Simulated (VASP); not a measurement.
# Mo (Im-3m) in VASP: notebook, part 2 of 2

VASP 6.6.1. The steps go on from the part before.

### Step 3. Single point, PBE

This run uses another cell than the first one, of 15.60 Å³/atom, 0.991 times its volume.

Input file INCAR:

```
SYSTEM = Mo
  ALGO = Normal
  EDIFF = 1E-6
  ENCUT = 520
  GGA = PE
  ISIF = 2
  ISMEAR = -1
  LASPH = .True.
  LCHARG = .True.
  LELF = .True.
  LREAL = .False.
  LVHAR = .True.
  LWAVE = .False.
  NBANDS = 13
  NELM = 80
  PREC = Accurate
  SIGMA = 0.02
```

Input file KPOINTS:

```
k-points
0
Gamma
  12 12 12
  0 0 0
```

Input file POSCAR:

```
Mo
1.0
   -1.5741639107      1.5741639107      1.5741639107
    1.5741639107     -1.5741639107      1.5741639107
    1.5741639107      1.5741639107     -1.5741639107
Mo
1
Direct
    0.0000000000      0.0000000000      0.0000000000
```

Potentials or basis: VASP PAW PBE potentials, release 64 (Mo_sv).

Started as:

```sh
> cat potpaw_PBE.64/Mo_sv/POTCAR > POTCAR
> mpirun -np 1 vasp_std > vasp.out
```

OUTCAR:

```text
SYSTEM = Mo
   EDIFF = 1E-6
   ENCUT = 520
   GGA = PE
   ISIF = 2
   ISMEAR = -1
   LASPH = .True.
   LREAL = .False.
   NELM = 80
   PREC = Accurate

 ion  position               nearest neighbor table
   1  0.000  0.000  0.000-

  LATTYP: Found a body centered cubic cell.
 ALAT       =     3.1483278214

  Lattice vectors:

 A1 = (  -1.5741639107,   1.5741639107,   1.5741639107)
 A2 = (   1.5741639107,  -1.5741639107,   1.5741639107)
 A3 = (   1.5741639107,   1.5741639107,  -1.5741639107)

Analysis of symmetry for initial positions (statically):
=====================================================================
 Subroutine PRICEL returns:
 Original cell was already a primitive cell.

 Routine SETGRP: Setting up the symmetry group for a
 body centered cubic supercell.

 Subroutine GETGRP returns: Found 48 space group operations
 (whereof 48 operations were pure point group operations)
 out of a pool of 48 trial point group operations.

The static configuration has the point symmetry O_h .

[... 165 lines left out ...]
  band No.  band energies     occupation
      1     -48.6574      2.00000
      2     -21.9193      2.00000
      3     -21.9193      2.00000
      4     -21.9193      2.00000
      5       5.3812      2.00000
      6      11.2564      2.00000
      7      11.2564      2.00000
      8      11.2564      2.00000
      9      14.2885      0.00000
     10      14.2885      0.00000
     11      27.4582      0.00000
     12      27.4582      0.00000
     13      27.4582      0.00000
[... 354 lines left out ...]
  band No.  band energies     occupation
      1     -48.3853      2.00000
      2     -23.2354      2.00000
      3     -22.4353      2.00000
      4     -22.0255      2.00000
      5       7.8675      2.00000
      6       9.2082      2.00000
      7      12.9523      0.00000
      8      14.4822      0.00000
      9      14.9796      0.00000
     10      19.0069      0.00000
     11      23.7150      0.00000
     12      25.1400      0.00000
     13      28.6859      0.00000

 [... further k-points ...]

------------------------ aborting loop because EDIFF is reached ----------------------------------------

  FORCE on cell =-STRESS in cart. coord.  units (eV):
  Direction    XX          YY          ZZ          XY          YZ          ZX
  --------------------------------------------------------------------------------------
  -------------------------------------------------------------------------------------
  Total        0.3389797      0.3389797      0.3389797      0.0000000      0.0000000      0.0000000
  in kB       34.8076300     34.8076300     34.8076300      0.0000000      0.0000000      0.0000000
  external PRESSURE =      34.8076300 kB  Pullay stress =       0.0000000 kB

 VOLUME and BASIS-vectors are now :
 -----------------------------------------------------------------------------
  energy-cutoff  :      520.00
  volume of cell :       15.60
      direct lattice vectors                 reciprocal lattice vectors
    -1.574163911  1.574163911  1.574163911     0.000000000  0.317628931  0.317628931
     1.574163911 -1.574163911  1.574163911     0.317628931  0.000000000  0.317628931
     1.574163911  1.574163911 -1.574163911     0.317628931  0.317628931  0.000000000

 POSITION                                       TOTAL-FORCE (eV/Angst)
 -----------------------------------------------------------------------------------
      0.00000      0.00000      0.00000         0.000000     -0.000000      0.000000
 -----------------------------------------------------------------------------------
    total drift:                                0.000000     -0.000000      0.000000

  FREE ENERGIE OF THE ION-ELECTRON SYSTEM (eV)
  ---------------------------------------------------
  free  energy   TOTEN  =       -10.9481180384 eV

  energy  without entropy=      -10.9476651120  energy(sigma->0) =      -10.94789158
```

OSZICAR:

```text
N       E                     dE             d eps       ncg     rms          rms(c)
DAV:   1     0.891386189648E+02    0.89139E+02   -0.79034E+03  1917   0.110E+03
DAV:   2    -0.104850118760E+02   -0.99624E+02   -0.95658E+02  2212   0.305E+02
DAV:   3    -0.115905469972E+02   -0.11055E+01   -0.11022E+01  2057   0.319E+01
DAV:   4    -0.115930348571E+02   -0.24879E-02   -0.24878E-02  2137   0.183E+00
DAV:   5    -0.115930504122E+02   -0.15555E-04   -0.15555E-04  2102   0.130E-01    0.147E+01
DAV:   6    -0.110334215274E+02    0.55963E+00   -0.69599E-01  1922   0.102E+01    0.410E+00
DAV:   7    -0.109518785380E+02    0.81543E-01   -0.14926E-01  2057   0.454E+00    0.959E-01
DAV:   8    -0.109480425793E+02    0.38360E-02   -0.39776E-03  1917   0.805E-01    0.194E-01
DAV:   9    -0.109481077115E+02   -0.65132E-04   -0.99051E-05  2192   0.123E-01    0.834E-02
DAV:  10    -0.109481177989E+02   -0.10087E-04   -0.13136E-05  1917   0.430E-02    0.851E-03
DAV:  11    -0.109481180384E+02   -0.23950E-06   -0.13546E-07  1081   0.398E-03
   1 F= -.10948118E+02 E0= -.10947892E+02  d E =-.452926E-03
```

Run time: 13 s. Hardware: 1 thread of Intel Xeon 8259CL, shared host; peak memory 0.13 GiB.

Results:

- Free energy: -10.9481 eV
- Pressure: 3.5 GPa
- Band gap on the k mesh: zero (band 7 reaches 16.61 eV, above the bottom of band 8 at 11.26 eV)

### Step 4. Single point, r2SCAN

This run uses another cell than the first one, of 15.60 Å³/atom, 0.991 times its volume.

POSCAR is that of step 3.

Input file INCAR.step1:

```
SYSTEM = Mo
PREC = Accurate
ENCUT = 520
ISMEAR = -1
SIGMA = 0.02
LREAL = .False.
LASPH = .True.
NELM = 60
NBANDS = 13
GGA = PE
ALGO = Normal
EDIFF = 1E-4
LWAVE = .True.
LCHARG = .False.
```

Input file INCAR.step2:

```
SYSTEM = Mo
PREC = Accurate
ENCUT = 520
EDIFF = 1E-6
ISMEAR = -1
SIGMA = 0.02
LREAL = .False.
LASPH = .True.
NELM = 60
ALGO = Normal
ISIF = 2
LWAVE = .False.
LCHARG = .False.
METAGGA = R2SCAN
LMIXTAU = .True.
NBANDS = 13
ISTART = 1
```

Input file KPOINTS:

```
Automatic mesh
0
Gamma
  10 10 10
  0 0 0
```

Started as:

```sh
> cat potpaw_PBE.64/Mo_sv/POTCAR > POTCAR
> cp INCAR.step1 INCAR
> mpirun -np 1 vasp_std > vasp.out
> cp INCAR.step2 INCAR
> mpirun -np 1 vasp_std > vasp.out
```

It took 43 s on 1 thread of Intel Xeon 8259CL, shared host; peak memory 0.13 GiB.

It converged, with:

```yaml
Free_energy: -26.0557 eV
Pressure: 1.1 GPa
Band_gap_on_the_k_mesh: zero (band 7 reaches 16.76 eV, above the bottom of band 8 at 11.17 eV)
```

Levels at points of the mesh, in eV from the Fermi level:
```tsv
k point	band 4	band 5	band 6	band 7	band 8	band 9	band 10	band 11
(0.00, 0.00, 0.00)	-35.80	-7.81	-1.56	-1.56	-1.56	1.79	1.79	15.36
(0.50, 0.00, 0.00)	-35.82	-5.74	-3.72	1.45	1.77	2.47	4.82	12.15
(0.50, 0.50, 0.50)	-36.85	-5.80	-5.80	4.03	4.03	4.03	9.35	9.35
```

Caveat: the PAW data sets were made with another functional, which shifts forces and pressure a little.

### Step 5. Single point, r2SCAN

This run uses another cell than the first one, of 15.60 Å³/atom, 0.991 times its volume.

POSCAR is that of step 4.

Input file INCAR.step1:

```
SYSTEM = Mo
PREC = Accurate
ENCUT = 520
ISMEAR = -1
SIGMA = 0.02
LREAL = .FALSE.
LASPH = .TRUE.
NELM = 80
NBANDS = 13
GGA = PE
ALGO = Normal
EDIFF = 1E-4
LWAVE = .TRUE.
LCHARG = .FALSE.
```

Input file INCAR.step2:

```
SYSTEM = Mo
PREC = Accurate
ENCUT = 520
EDIFF = 1E-6
ISMEAR = -1
SIGMA = 0.02
LREAL = .FALSE.
LASPH = .TRUE.
NELM = 80
ALGO = Normal
ISIF = 2
LWAVE = .FALSE.
LCHARG = .FALSE.
METAGGA = R2SCAN
LMIXTAU = .TRUE.
NBANDS = 13
ISTART = 1
```

Input file KPOINTS:

```
Automatic mesh
0
G
  12 12 12
  0 0 0
```

Started as:

```sh
> cat potpaw_PBE.64/Mo_sv/POTCAR > POTCAR
> cp INCAR.step1 INCAR
> mpirun -np 1 vasp_std > vasp.out
> cp INCAR.step2 INCAR
> mpirun -np 1 vasp_std > vasp.out
```

Wall time 65 s (1 thread of Intel Xeon 8259CL, shared host); peak memory 0.14 GiB.

Results (log left out):

```
Free energy            : -26.0942 eV
Pressure               : 1.6 GPa
Band gap on the k mesh : zero (band 7 reaches 16.73 eV, above the bottom of band 8 at 11.15 eV)
```

Levels at points of the mesh, in eV from the Fermi level:
| k point | band 5 | band 6 | band 7 | band 8 | band 9 | band 10 |
| --- | --- | --- | --- | --- | --- | --- |
| (0.00, 0.00, 0.00) | -7.66 | -1.41 | -1.41 | -1.41 | 1.93 | 1.93 |
| (0.50, 0.00, 0.00) | -5.59 | -3.58 | 1.60 | 1.91 | 2.61 | 4.96 |
| (0.50, 0.50, 0.50) | -5.65 | -5.65 | 4.17 | 4.17 | 4.17 | 9.50 |

Caveat: the PAW data sets were made with another functional, which shifts forces and pressure a little.

### Step 6. The runs side by side

| level | cell | k mesh | gap on the mesh (eV) | pressure (GPa) |
| --- | --- | --- | --- | --- |
| PBE | a = 2.735 Å, angles 109.5°, 1 atom | 10 × 10 × 10 | none | 0.5 |
| PBE | a = 2.727 Å, angles 109.5°, 1 atom | 12 × 12 × 12 | none | 3.5 |
| r2SCAN | a = 2.727 Å, angles 109.5°, 1 atom | 10 × 10 × 10 | none | 1.1 |
| r2SCAN | a = 2.727 Å, angles 109.5°, 1 atom | 12 × 12 × 12 | none | 1.6 |

Alike in all rows: task single point; potentials or basis VASP PAW PBE potentials, release 64 (Mo_sv); no spin polarisation; cutoff (eV) 520; smearing fermi-dirac 0.02 eV.

Caveats: the PAW data sets were made with another functional, which shifts forces and pressure a little (some runs).

Absolute energies hang on the potentials; compare differences alone.
